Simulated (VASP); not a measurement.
A run of VASP 6.6.1 is set up as follows.

Contents of INCAR:

```
PREC = Accurate
ENCUT = 520
EDIFF = 1E-6
ISMEAR = 0
SIGMA = 0.15
LREAL = False
LASPH = True
NELM = 100
ALGO = Normal
ISIF = 2
LWAVE = False
LCHARG = True
GGA = PS
LELF = True
LVHAR = True
NBANDS = 11
```

Contents of KPOINTS:

```
Automatic mesh
0
Gamma
  14 14 14
```

File POSCAR:

```
Ba
1.0
    3.8745781693      0.0000000000      0.0000000000
    0.0000000000      3.8745781693      0.0000000000
    0.0000000000      0.0000000000      3.8420704231
Ba
1
Direct
    0.5000000000      0.5000000000      0.5000000000
```

Potentials or basis: VASP PAW PBE potentials, release 64 (Ba_sv).

Command:

```sh
$ cat potpaw_PBE.64/Ba_sv/POTCAR > POTCAR
$ mpirun -np 1 vasp_std > vasp.out
```

Task: Estimate the pressure.

Result: -0.1 GPa.

Task: Estimate the band gap on the k mesh.

Result: Zero (band 5 reaches 1.89 eV, above the bottom of band 6 at 1.63 eV).

Stress tensor (GPa, compression positive):
```
-0.23  0.00  0.00
 0.00 -0.23  0.00
 0.00  0.00  0.04
```

Caveat: the PAW data sets were made with another functional, which shifts forces and pressure a little; spin-orbit coupling is left out, which moves the levels of the heavy elements.
